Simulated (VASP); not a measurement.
Runs of VASP 6.6.1 on KF. The structure is that of space group Fm-3m (No. 225), or close to it. The cells are those of the table. 

| level | potentials or basis | spin | fixed moment (μB) | cell | k mesh | cutoff (eV) | smearing | gap on the mesh (eV) | pressure (GPa) |
| --- | --- | --- | --- | --- | --- | --- | --- | --- | --- |
| PBE | VASP PAW PBE potentials, release 64 (K_sv, F) | off | - | a = 3.978 Å, angles 60.0°, 2 atoms | 3 × 1 × 2 | 520 | gaussian 0.1 eV | 5.31 | (c) |
| PBE | VASP PAW PBE potentials, release 64 (K_sv, F) | off | - | a = 3.754 Å, angles 60.0°, 2 atoms | 1 × 1 × 1, shifted | 520 | gaussian 0.1 eV | 9.56 | 0.0 |
| LDA | VASP PAW LDA potentials, release 64 (K_sv, F) | off | - | a = 3.754 Å, angles 60.0°, 2 atoms | 2 × 2 × 2 | 520 | methfessel-paxton 0.018 eV | 5.86 | -2.8 |
| revPBE | VASP PAW PBE potentials, release 64 (K_sv, F) | collinear, ferromagnetic start | 6.0 | a = 3.754 Å, angles 60.0°, 2 atoms | 2 × 2 × 2, shifted | 520 | gaussian 0.1 eV | - | 26.1 |
| PBEsol | VASP PAW PBE potentials, release 64 (K_sv, F) | off | - | a = 3.754 Å, angles 60.0°, 2 atoms | 6 × 6 × 6 | 520 | gaussian 0.1 eV | (d) | 0.0 |
| PBE | VASP PAW PBE potentials, release 64 (K_sv, F) | off | - | a = 3.688 Å, angles 60.0°, 2 atoms | 5 × 5 × 5 | 600 | gaussian 0.1 eV | (a) | 4.5 |
| PBE | VASP PAW PBE potentials, release 64 (K_sv, F) | off | - | a = 3.754 Å, angles 60.0°, 2 atoms | 2 × 2 × 2 | 600 | fermi-dirac 0.136057 eV | 6.25 | (b) |

Alike in all rows: task single point.

Task: Estimate the missing entries.

Result: (a) 6.57; (b) 2.2; (c) -1.2; (d) 6.13.

Caveats: some runs use coarse meshes; the PAW data sets were made with another functional, which shifts forces and pressure a little (some runs); the moment is held away from its start (some runs); the total moment is fixed, so each spin has its own Fermi level (some runs).

A k mesh can miss the band edges.
